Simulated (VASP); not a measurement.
Here is a VASP 6.6.1 calculation.

INCAR

```
ALGO = Normal
EDIFF = 1E-7
ENCUT = 520
ISIF = 2
ISMEAR = 0
LASPH = True
LCHARG = False
LREAL = False
LWAVE = False
NBANDS = 12
NELM = 100
PREC = Accurate
SIGMA = 0.15
```

Contents of KPOINTS:

```
k-points
0
Gamma
  18 18 18
```

File POSCAR:

```
Sc
1.0
    0.0000000000      2.3045575000      2.3386150000
    2.3045575000      0.0000000000      2.3386150000
    2.3045575000      2.3045575000      0.0000000000
Sc
1
Direct
    0.0000000000      0.0000000000      0.0000000000
```

Potentials or basis: VASP PAW LDA potentials, release 64 (Sc_sv).

Launch:

```sh
$ cat potpaw_LDA.64/Sc_sv/POTCAR > POTCAR
$ mpirun -np 1 vasp_std > vasp.out
```

Question: Predict the pressure.

Answer: -5.1 GPa.

Stress tensor (GPa, compression positive):
```
-4.92  0.00  0.00
 0.00 -4.92  0.00
 0.00  0.00 -5.37
```

Caveat: the cell differs from its parent crystal (strain +0.015 along x and y, +0.030 along z).
